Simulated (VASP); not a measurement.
Runs of VASP 6.6.1 on Bi. The structure is that of space group I4/mmm (No. 139), or close to it. The cells are those of the table. 

```csv
cell,gap on the mesh (eV),pressure (GPa)
"a = 5.914 Å, angles 93.7, 93.7, 150.6°, 1 atom",none,-1.3
"a = 6.498 Å, angles 93.1, 93.1, 153.3°, 1 atom",none,-0.8
"a = 6.060 Å, angles 93.5, 93.5, 151.3°, 1 atom",none,(a)
"a = 5.879 Å, angles 93.1, 93.1, 153.3°, 1 atom",none,0.4
"a = 6.466 Å, angles 92.5, 92.5, 155.7°, 1 atom",none,0.4
"a = 6.319 Å, angles 92.7, 92.7, 155.2°, 1 atom",none,0.4
"a = 5.905 Å, angles 93.5, 93.5, 151.2°, 1 atom",none,-1.1
"a = 5.888 Å, angles 93.2, 93.2, 152.6°, 1 atom",none,-0.8
"a = 6.482 Å, angles 92.8, 92.8, 154.5°, 1 atom",none,(b)
"a = 6.172 Å, angles 92.8, 92.8, 154.6°, 1 atom",none,0.4
"a = 6.180 Å, angles 92.9, 92.9, 153.9°, 1 atom",none,-0.6
```

Alike in all rows: task single point; level LDA; potentials or basis VASP PAW LDA potentials, release 64 (Bi_d); no spin polarisation; k mesh 10 × 10 × 10; cutoff (eV) 520; smearing gaussian 0.05 eV.

Problem. Estimate the missing entries.

Solution. (a) -1.2; (b) -0.5.

Caveats: spin-orbit coupling is left out, which moves the levels of the heavy elements.

A k mesh can miss the band edges, and the runs leave out spin-orbit coupling on Bi.

A gap of «none» marks levels without a gap at the run's occupations.
